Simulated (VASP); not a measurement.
**LiSb2: single point with PBE**

LiSb2:

```xyz
3
Lattice="-2.0418 2.0418 4.5156 2.0418 -2.0418 4.5156 2.0418 2.0418 -4.5156" Properties=species:S:1:pos:R:3 pbc="T T T"
Li    0.0000    2.0418    0.0000
Sb    2.0418    0.0000    1.5696
Sb    0.0000    2.0418    2.9460
```

The cell was generated, and may not be a known phase.

```
Program                : VASP 6.6.1
Task                   : single point
Functional             : PBE
Potentials or basis    : VASP PAW PBE potentials, release 64 (Li_sv, Sb)
Cutoff                 : 520 eV
k mesh                 : 4 × 4 × 4
Occupations            : gaussian, width 0.1 eV
Spin                   : no spin polarisation
Dipole correction      : no
Further INCAR settings : ALGO = Normal; EDIFF = 1e-06; NBANDS = 14
```

```
Largest force          : 0.004 eV/Å
Band gap on the k mesh : zero (an odd number of electrons rules out a gap without spin polarisation)
```

Forces on the atoms (eV/Å):
```
Li   0.000  0.000  0.000
Sb   0.000  0.000 -0.004
Sb   0.000  0.000  0.004
```

Levels at points of the mesh, in eV from the Fermi level:
```tsv
k point	band 3	band 4	band 5	band 6	band 7	band 8	band 9	band 10
(0.00, 0.00, 0.00)	-6.16	-3.06	-1.52	-1.52	-1.00	1.28	1.28	3.70
(0.50, 0.00, 0.00)	-9.13	-4.14	-2.88	-0.21	0.55	1.23	2.25	4.03
(0.00, 0.50, 0.00)	-9.13	-4.14	-2.88	-0.21	0.55	1.24	2.25	4.03
(0.50, 0.50, 0.00)	-8.18	-5.06	-4.17	-2.72	-1.36	0.50	2.17	4.06
(0.50, 0.50, 0.50)	-8.76	-2.35	-2.35	-2.24	2.50	2.78	3.83	3.83
```

Run time: 40 s on 1 thread of Intel Xeon 8259CL (shared host), peak memory 0.23 GiB.

Caveat: the k points lie up to 0.42 Å⁻¹ apart, too coarse for converged energies and pressures of a metal; spin-orbit coupling is left out, which moves the levels of the heavy elements.
